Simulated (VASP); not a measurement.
The system is RbTeO3.

```
CELL_PARAMETERS angstrom
4.51000 0.00000 0.00000
0.00000 4.51000 0.00000
0.00000 0.00000 4.51000
ATOMIC_POSITIONS crystal
Rb 0.00000 0.00000 0.00000
Te 0.50000 0.50000 0.50000
O 0.50000 0.50000 0.00000
O 0.00000 0.50000 0.50000
O 0.50000 0.00000 0.50000
```

| Quantity | Value |
| --- | --- |
| Program | VASP 6.6.1 |
| Task | relaxation of cell and atoms |
| Functional | LDA |
| Potentials or basis | VASP PAW LDA potentials, release 64 (Rb_sv, Te, O) |
| Cutoff | 600 eV |
| k mesh | 4 × 4 × 4 |
| Occupations | fermi-dirac, width 0.1 eV |
| Spin | no spin polarisation |

At the start: pressure -19.8 GPa; volume 18.35 Å³/atom.

Problem. Where does the relaxation end?

Solution. Over 13 steps the energy falls by 426.5 meV/atom and the volume is 13.58 Å³/atom (-26.0 %); space group Pm-3m (No. 221, to 0.1 Å) before and after.

The path:
```tsv
step	energy change (eV)	largest force (eV/Å)	pressure (GPa)	volume (Å³)
1	0.0000	0.0000	-19.80	91.73
2	-2.0579	0.0000	8.12	64.80
3	-2.1326	0.0000	0.16	67.82
4	-2.1317	0.0000	-0.82	68.25
5	-2.1318	0.0000	-0.79	68.23
6	-2.1320	0.0000	-0.64	68.17
7	-2.1321	0.0000	-0.64	68.17
8	-2.1321	0.0000	-0.64	68.16
9	-2.1321	0.0000	-0.62	68.15
10	-2.1322	0.0000	-0.60	68.14
11	-2.1323	0.0000	-0.52	68.11
12	-2.1324	0.0000	-0.37	68.05
13	-2.1326	0.0000	-0.09	67.92
```

Final structure:
```xyz
5
Lattice="4.0801 0.0000 0.0000 0.0000 4.0801 0.0000 0.0000 0.0000 4.0801" Properties=species:S:1:pos:R:3 pbc="T T T"
Rb    0.0000    0.0000    0.0000
Te    2.0401    2.0401    2.0401
O     2.0401    2.0401    0.0000
O     4.0801    2.0401    2.0401
O     2.0401    0.0000    2.0401
```

Caveat: the volume moved by over 15 % at a fixed basis, so the end points are rough; an odd number of electrons without spin polarisation forces a metal; a magnetic or distorted state may lie lower.
